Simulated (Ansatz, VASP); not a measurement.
## Cu: VASP beside Ansatz

Contents of INCAR:

```
ALGO = Normal
EDIFF = 1E-6
ENCUT = 820
GGA = PE
GGA_COMPAT = F
ISIF = 2
ISMEAR = -1
LASPH = T
LCHARG = T
LELF = T
LREAL = F
LVHAR = T
LWAVE = F
NBANDS = 16
NELM = 120
PREC = Accurate
SIGMA = 0.05
```

KPOINTS

```
k-points
0
Gamma
  7 7 7
```

The input POSCAR:

```
Cu
1.0
    0.0000000000      1.8075000000      1.8075000000
    1.8075000000      0.0000000000      1.8075000000
    1.8075000000      1.8075000000      0.0000000000
Cu
1
Direct
    0.0000000000      0.0000000000      0.0000000000
```

Contents of input.yaml:

```yaml
crystal:
  lattice:
    - [0.0, 1.8075, 1.8075]
    - [1.8075, 0.0, 1.8075]
    - [1.8075, 1.8075, 0.0]
  atoms:
    - { symbol: Cu, position: [0.0, 0.0, 0.0] }
hamiltonian:
  xc: pbe
  pseudopotentials: { kind: paw }
kpoints:
  mp_grid: { grid: [7, 7, 7] }
scf:
  occupations: { method: fermi_dirac, width: 0.05 }
  n_extra_bands: 6
output:
  forces: true
  stress: true
  eigenvalues: true
  dos: { projected: true, de: 0.05, nscf_kmesh: { grid: [11, 11, 11] } }
```

Alike in both runs: functional PBE; k mesh 7 × 7 × 7; occupations fermi-dirac, width 0.05 eV; no spin polarisation.

|  | VASP | Ansatz |
| --- | --- | --- |
| version | VASP 6.6.1 | Ansatz 0.2.0 |
| potentials or method | VASP PAW PBE potentials, release 64 (Cu_sv_GW) | Ansatz PAW |
| plane-wave cutoff (eV) | 820 | 420 |
| valence electrons in the cell | 19 | 19 |
| task | single point | projected density of states |

|  | VASP | Ansatz | Ansatz less VASP |
| --- | --- | --- | --- |
| gap on the k mesh at the Fermi level (eV) | none | none | - |
| pressure (GPa) | 0.2 | 1.6 | +1.38 |

A gap of «none» marks a metal or a gap that the smearing closes.

The k mesh is coarse, so the values compare programs but aren't converged.
